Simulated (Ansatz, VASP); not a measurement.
# Two plane-wave programs on TiH5

```xyz
6
Lattice="3.0118 0.0000 0.0000 -1.5059 2.6083 0.0000 0.0000 0.0000 3.8942" Properties=species:S:1:pos:R:3 pbc="T T T"
Ti    0.0000    0.0000    0.0000
H     0.0000    1.7388    2.9851
H     1.5059    0.8694    2.9851
H     1.5059    0.8694    0.9091
H     0.0000    1.7388    0.9091
H     0.0000    0.0000    1.9471
```

Alike in both runs: task single point; functional PBE; k mesh 6 × 6 × 4; occupations gaussian, width 0.1 eV; collinear spin.

```csv
,VASP,Ansatz
version,VASP 6.6.1,Ansatz 0.2.0
potentials or method,"VASP PAW PBE potentials, release 64 (Ti_sv, H), cutoff 520 eV","scalar-relativistic, plane waves, PAW"
valence electrons in the cell,17,17
```

```csv
,VASP,Ansatz,Ansatz less VASP
gap on the k mesh at the Fermi level (eV),none,none,-
pressure (GPa),-0.4,-0.2,+0.17
net moment per atom (μB),0.00,0.00,0.000
```

A gap of «none» marks a metal or a gap that the smearing closes. With one functional, cell and mesh, what is left measures potentials, basis and numerics. Ansatz's warnings: seeded moment not kept.

The k mesh is coarse, so the values compare programs but aren't converged.
